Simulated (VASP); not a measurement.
A run of VASP 6.6.1 is set up as follows.

INCAR

```
  ALGO = Normal
  DIPOL = 0.5 0.5 0.348
  EDIFF = 1E-6
  ENCUT = 520
  GGA = PS
  IDIPOL = 3
  ISIF = 2
  ISMEAR = 0
  LASPH = T
  LCHARG = T
  LDIPOL = T
  LELF = T
  LREAL = F
  LVACPOTAV = T
  LVHAR = T
  LWAVE = F
  NBANDS = 34
  NELM = 60
  PREC = Accurate
  SIGMA = 0.1
```

Contents of KPOINTS:

```
k-points
0
Gamma
  9 7 1
```

File POSCAR:

```
Ti4C
1.0
    2.8676282151      0.0000000000      0.0000000000
    0.0000000000      4.0554387137      0.0000000000
    0.0000000000      0.0000000000     19.6054200203
Ti C
4 1
Direct
    0.5000000000      0.5000000000      0.2040252132
    0.0000000000      0.0000000000      0.2771587704
    0.5000000000      0.5000000000      0.3434213386
    0.0000000000      0.0000000000      0.4134275120
    0.1666666667      0.0000000000      0.5032298913
```

Potentials or basis: VASP PAW PBE potentials, release 64 (Ti_sv, C).

The run is started by

```console
$ cat potpaw_PBE.64/Ti_sv/POTCAR potpaw_PBE.64/C/POTCAR > POTCAR
$ mpirun -np 1 vasp_std > vasp.out
```

(1) What does it give for the largest force?

(2) Estimate the band gap on the k mesh.

Answers

(1) 1.659 eV/Å.

(2) zero (bands 26 and 27 overlap by 0.62 eV).

Caveat: the PAW data sets were made with another functional, which shifts forces and pressure a little.
